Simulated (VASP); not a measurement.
Si:

```
CELL_PARAMETERS angstrom
3.62803 0.00000 0.00000
-1.81402 3.14197 0.00000
0.00000 0.00000 3.77216
ATOMIC_POSITIONS crystal
Si 0.33333 0.66667 0.53592
Si 0.66667 0.33333 0.46408
```

* Program: VASP 6.6.1
* Task: relaxation of cell and atoms
* Functional: PBE
* Potentials or basis: VASP PAW PBE potentials, release 64 (Si)
* Cutoff: 500 eV
* k mesh: 6 × 6 × 4
* Occupations: gaussian, width 0.1 eV
* Spin: no spin polarisation

At the start: pressure 20.0 GPa; volume 21.50 Å³/atom.

Question: Where does the relaxation end?

Answer: Over 23 steps the energy falls by 535.3 meV/atom and the volume is 18.56 Å³/atom (-13.7 %); space group P-3m1 (No. 164, to 0.05 Å).

The path:
```tsv
step	energy change (eV)	largest force (eV/Å)	pressure (GPa)	volume (Å³)
1	0.0000	0.8748	20.03	43.00
2	0.0367	0.0685	-10.73	61.22
3	-0.5814	0.2441	-2.58	50.36
4	-0.5855	0.2651	-1.65	49.85
5	-0.5858	0.2738	-1.28	49.66
6	-0.6136	0.2838	-1.14	48.56
7	-0.7430	0.3889	-1.31	45.28
8	-0.9830	0.2856	1.78	38.74
9	-0.9828	0.3142	1.05	39.47
10	-0.9847	0.2975	1.44	39.05
11	-0.9578	0.0064	-2.55	40.08
12	-0.9905	0.2118	-0.02	39.37
13	-1.0144	0.1473	-1.66	39.93
14	-1.0209	0.0300	-3.14	40.43
15	-1.0345	0.0462	-2.45	39.93
16	-1.0595	0.0789	-0.98	38.44
17	-1.0595	0.0739	-0.86	38.27
18	-1.0660	0.0780	-0.45	37.80
19	-1.0699	0.0613	0.23	37.16
20	-1.0699	0.0599	0.28	37.12
21	-1.0702	0.0308	0.04	37.15
22	-1.0703	0.0030	-0.19	37.19
23	-1.0705	0.0043	-0.14	37.13
```

Final structure:
```xyz
2
Lattice="3.7629 0.0000 0.0000 -1.8815 3.2588 0.0000 0.0000 0.0000 3.0276" Properties=species:S:1:pos:R:3 pbc="T T T"
Si    0.0000    2.1725    1.9596
Si    1.8815    1.0863    1.0680
```

Caveat: the k points lie up to 0.52 Å⁻¹ apart in the final cell.
